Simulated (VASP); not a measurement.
Si2As: single point with PBE

The system is Si2As.

```
Si As
1.0
     2.15003    1.24132    3.47742
    -2.15003    1.24132    3.47742
     0.00000   -2.48264    3.47742
Si As
2 1
Cartesian
  0.0000 0.0000 9.1119
  0.0000 0.0000 6.4978
  0.0000 0.0000 1.3025
```

```json
{"Program": "VASP 6.6.1", "Task": "single point", "Functional": "PBE", "Potentials or basis": "VASP PAW PBE potentials, release 64 (Si, As)", "Cutoff": "500 eV", "k mesh": "6 × 6 × 6", "Occupations": "gaussian, width 0.2 eV", "Spin": "no spin polarisation"}
```

```json
{
 "Pressure": "-0.2 GPa",
 "Largest force": "0.018 eV/Å"
}
```

Forces on the atoms (eV/Å):
```
Si   0.000  0.000  0.000
Si   0.000  0.000  0.018
As   0.000  0.000 -0.018
```

Stress tensor (GPa, compression positive):
```
-0.34  0.00  0.00
 0.00 -0.34  0.00
 0.00  0.00  0.11
```

Levels at points of the mesh, in eV from the Fermi level:
```csv
k point,band 3,band 4,band 5,band 6,band 7,band 8,band 9,band 10
"(0.00, 0.00, 0.00)",-2.81,-2.81,-2.71,-1.55,-1.55,-1.48,-0.80,3.13
"(0.50, 0.00, 0.00)",-4.81,-3.73,-3.65,-1.57,-1.52,-0.55,4.32,4.97
"(0.50, 0.50, 0.00)",-7.35,-5.57,-5.50,-1.88,3.06,3.11,4.93,5.15
"(0.50, 0.50, 0.50)",-4.91,-3.73,-3.73,-1.63,-1.63,-0.67,4.30,5.14
```

It took 7.5 s on 1 thread of Intel(R) Xeon(R) 6975P-C (Granite Rapids) (shared host), peak memory 0.18 GiB.
